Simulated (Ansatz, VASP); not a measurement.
## B3P in VASP and in Ansatz

```
CELL_PARAMETERS angstrom
3.13392 0.00000 0.00000
0.00000 3.13392 0.00000
0.00000 0.00000 3.13392
ATOMIC_POSITIONS crystal
B 0.00000 0.50000 0.50000
B 0.50000 0.00000 0.50000
B 0.50000 0.50000 0.00000
P 0.00000 0.00000 0.00000
```

Change from the starting cell: species swapped into the AlNi3 type (Pm-3m, No. 221).

Alike in both runs: functional PBE; k mesh 6 × 6 × 6; occupations gaussian, width 0.1 eV; no spin polarisation.

Ansatz relaxed the structure, and its values are those at the end. VASP's run is a single point on that final structure, the one shown.

|  | VASP | Ansatz |
| --- | --- | --- |
| version | VASP 6.6.1 | Ansatz 0.2.0 |
| potentials or method | VASP PAW PBE potentials, release 64 (B, P), cutoff 500 eV | scalar-relativistic, plane waves, PAW |
| valence electrons in the cell | 14 | 14 |

|  | VASP | Ansatz | Ansatz less VASP |
| --- | --- | --- | --- |
| gap on the k mesh at the Fermi level (eV) | none | none | - |
| pressure (GPa) | -0.5 | -0.2 | +0.29 |

A gap of «none» marks a metal or a gap that the smearing closes. The functional is the same, so the differences come from potentials, cutoffs and numerics.
